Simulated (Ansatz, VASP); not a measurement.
## Bi2Se3 in VASP and in Ansatz

Contents of INCAR:

```
PREC = Accurate
ENCUT = 520
EDIFF = 1E-6
ISMEAR = 0
SIGMA = 0.1
LREAL = False
LASPH = True
NELM = 100
ALGO = Normal
ISIF = 2
LWAVE = False
LCHARG = True
GGA = PE
LELF = True
LVHAR = True
NBANDS = 32
```

Contents of KPOINTS:

```
Automatic mesh
0
Gamma
  6 6 4
```

The input POSCAR:

```
Bi2Se3
1.0
    5.3531892400      0.0000000000      0.0000000000
   -2.6765946200      4.6359978700      0.0000000000
    0.0000000000      0.0000000000      6.3471431700
Bi Se
2 3
Direct
    0.0000000000      0.0000000000      0.2888389700
    0.0000000000      0.0000000000      0.7111610300
    0.3333333300      0.6666666700      0.0000000000
    0.6666666700      0.3333333300      0.3194891600
    0.6666666700      0.3333333300      0.6805108400
```

Input for Ansatz:

```yaml
crystal:
  lattice:
    - [5.35318924, 0.0, 0.0]
    - [-2.67659462, 4.63599787, 0.0]
    - [0.0, 0.0, 6.34714317]
  atoms:
    - { symbol: Bi, position: [0.0, 0.0, 0.28883897] }
    - { symbol: Bi, position: [0.0, 0.0, 0.71116103] }
    - { symbol: Se, position: [0.33333333, 0.66666667, 0.0] }
    - { symbol: Se, position: [0.66666667, 0.33333333, 0.31948916] }
    - { symbol: Se, position: [0.66666667, 0.33333333, 0.68051084] }
basis:
  ecutwfc: 420
kpoints:
  mp_grid: { grid: [6, 6, 4] }
hamiltonian:
  xc: pbe
scf:
  occupations: { method: gaussian, width: 0.1 }
  lower_state_search: "off"
output:
  forces: true
  stress: true
  eigenvalues: true
```

Alike in both runs: task single point; functional PBE; k mesh 6 × 6 × 4; occupations gaussian, width 0.1 eV; no spin polarisation.

|  | VASP | Ansatz |
| --- | --- | --- |
| version | VASP 6.6.1 | Ansatz 0.2.0 |
| potentials or method | VASP PAW PBE potentials, release 64 (Bi_d, Se), cutoff 520 eV | scalar-relativistic, plane waves, PAW |
| valence electrons in the cell | 48 | 78 |

|  | VASP | Ansatz | Ansatz less VASP |
| --- | --- | --- | --- |
| gap on the k mesh at the Fermi level (eV) | none | none | - |
| pressure (GPa) | 2.7 | 2.7 | -0.03 |
| traceless stress, the component that is largest in VASP (GPa) | 11.49 | 11.42 | -0.066 |
| rms of the force components (eV/Å) | 1.749 | 1.738 | -0.0107 |

Atom by atom the forces differ by 0.017 eV/Å (rms over components). A gap of «none» marks a metal or a gap that the smearing closes. VASP's potentials hold 48 valence electrons a cell and Ansatz's 78, so a difference there can come from the potentials and not from the codes.

Neither program's run includes spin-orbit coupling.
